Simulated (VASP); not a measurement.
Write the native input for VASP 6.6.1 that does the following.

* Task: single point
* Functional: r2SCAN
* Potentials or basis: VASP PAW PBE potentials, release 64 (Ta_pv)
* Cutoff: 520 eV
* k mesh: 9 × 9 × 13
* Occupations: fermi-dirac, width 0.1 eV
* Spin: no spin polarisation
* Dipole correction: no
* Further INCAR settings: ALGO = Normal; EDIFF = 1e-06; NBANDS = 24

Crystal: Ta.

```
Ta
1.0
     5.03600    0.00000    0.00000
    -2.51800    4.36131    0.00000
     0.00000    0.00000    2.81665
Ta
3
Direct
  0.00000 0.00000 0.00000
  0.33333 0.66667 0.50000
  0.66667 0.33333 0.50000
```

This isn't the form of Ta at room conditions, which is bcc.

These files were run (other wordings do the same):

POSCAR

```
Ta
1.0
    5.0360036332      0.0000000000      0.0000000000
   -2.5180018166      4.3613070799      0.0000000000
    0.0000000000      0.0000000000      2.8166511505
Ta
3
Direct
    1.0000000000      0.0000000000      0.0000000000
    0.3333333333      0.6666666667      0.5000000000
    0.6666666667      0.3333333333      0.5000000000
```

INCAR.step1

```
SYSTEM = Ta
PREC = Accurate ; ENCUT = 520
ISMEAR = -1 ; SIGMA = 0.1
LREAL = .False. ; LASPH = .True.
NELM = 80 ; NBANDS = 24
GGA = PE ; ALGO = Normal
EDIFF = 1E-4 ; LWAVE = .True.
LCHARG = .False.
```

INCAR.step2

```
SYSTEM = Ta
PREC = Accurate ; ENCUT = 520
EDIFF = 1E-6 ; ISMEAR = -1
SIGMA = 0.1 ; LREAL = .False.
LASPH = .True. ; NELM = 80
ALGO = Normal ; ISIF = 2
LWAVE = .False. ; LCHARG = .True.
METAGGA = R2SCAN ; LMIXTAU = .True.
LELF = .True. ; LVHAR = .True.
NBANDS = 24 ; ISTART = 1
```

KPOINTS

```
Automatic mesh
0
Gamma
  9 9 13
  0 0 0
```

Potentials or basis: VASP PAW PBE potentials, release 64 (Ta_pv).

Launch:

```bash
$ cat potpaw_PBE.64/Ta_pv/POTCAR > POTCAR
$ cp INCAR.step1 INCAR
$ mpirun -np 1 vasp_std > vasp.out
$ cp INCAR.step2 INCAR
$ mpirun -np 1 vasp_std > vasp.out
```

Results of the run:

| Item | Value |
| --- | --- |
| Pressure | -17.4 GPa |
| Band gap on the k mesh | zero (an odd number of electrons rules out a gap without spin polarisation) |

Caveat: the cell stands under tension; the PAW data sets were made with another functional, which shifts forces and pressure a little; spin-orbit coupling is left out, which moves the levels of the heavy elements.

It took 4.5 min on 1 thread of AMD EPYC 9R45 96-Core Processor (Zen 5) (shared host), peak memory 0.23 GiB.
